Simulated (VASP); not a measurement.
A run of VASP 6.6.1 is set up as follows.

Contents of INCAR:

```
PREC     = Accurate       # precision mode
ENCUT    = 520            # plane-wave cutoff, eV
EDIFF    = 1E-6           # SCF threshold, eV
ISMEAR   = 0              # smearing method
SIGMA    = 0.01           # smearing width, eV
LREAL    = F              # projectors in reciprocal space
LASPH    = T              # aspherical terms in the spheres
NELM     = 60             # most SCF steps
ALGO     = Normal         # electronic algorithm
ISIF     = 2              # what is computed and relaxed
LWAVE    = F              # write WAVECAR
LCHARG   = F              # write CHGCAR
GGA      = PE             # functional
NBANDS   = 15             # bands
```

The input KPOINTS:

```
regular mesh
0
Gamma
  6 6 2
```

The input POSCAR:

```
MgI2
1.0
    4.1572130713      0.0000000000      0.0000000000
   -2.0786065356      3.6002521287      0.0000000000
    0.0000000000      0.0000000000      6.8733252316
Mg I
1 2
Direct
    0.0000000000      0.0000000000      0.0000000000
    0.3333333333      0.6666666667      0.2426220932
    0.6666666667      0.3333333333      0.7573779068
```

Potentials or basis: VASP PAW PBE potentials, release 64 (Mg, I).

Launch:

```sh
$ cat potpaw_PBE.64/Mg/POTCAR potpaw_PBE.64/I/POTCAR > POTCAR
$ mpirun -np 1 vasp_std > vasp.out
```

Problem. Estimate the band gap on the k mesh.

Solution. 3.52 eV, indirect (least direct gap 3.67 eV).

Problem. Estimate the pressure.

Solution. 1.1 GPa.

Stress tensor (GPa, compression positive):
```
1.00 0.00 0.00
0.00 1.00 0.00
0.00 0.00 1.21
```

Caveat: the k points lie up to 0.46 Å⁻¹ apart; spin-orbit coupling is left out, which moves the levels of the heavy elements; this functional lacks dispersion, which binds the layers, so the pressure and a relaxed spacing across them are unreliable. Expect the measured gap to be larger: semilocal functionals such as PBE lack the derivative discontinuity.
